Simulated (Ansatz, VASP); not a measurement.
**ZrHg in VASP and in Ansatz**

```
Zr Hg
1.0
     3.08406    0.00000    0.00000
     0.00000    3.08406    0.00000
     0.00000    0.00000    4.17000
Zr Hg
1 1
Cartesian
  1.5420 1.5420 2.0850
  0.0000 0.0000 0.0000
```

Change from the starting cell: equal xx and yy strain of -2 %, crystal datasets.

Alike in both runs: task electric field gradients; functional PBEsol; k mesh 13 × 13 × 10; occupations fermi-dirac, width 0.03 eV; no spin polarisation.

|  | VASP | Ansatz |
| --- | --- | --- |
| version | VASP 6.6.1 | Ansatz 0.2.0 |
| potentials or method | VASP PAW PBE potentials, release 64 (Zr_sv, Hg), cutoff 520 eV | all-electron PAW with datasets made for the crystal, scalar-relativistic |

Ansatz gave:

| Quantity | Value |
| --- | --- |
| pressure (GPa) | 4.2 |
| traceless stress, the component that is largest in VASP (GPa) | 0.70 |
| size of Vzz on the site where it differs most (V/Å²) | 261.8 |

Question: What did VASP give for the same quantities?

Answer: Pressure (GPa): 4.7; traceless stress, the component that is largest in VASP (GPa): 0.66; size of Vzz on the site where it differs most (V/Å²): 277.1.

VASP's potentials were made for PBE, not for PBEsol. Ansatz ran all-electron here, and VASP with PAW potentials.

Spin-orbit coupling is off throughout.
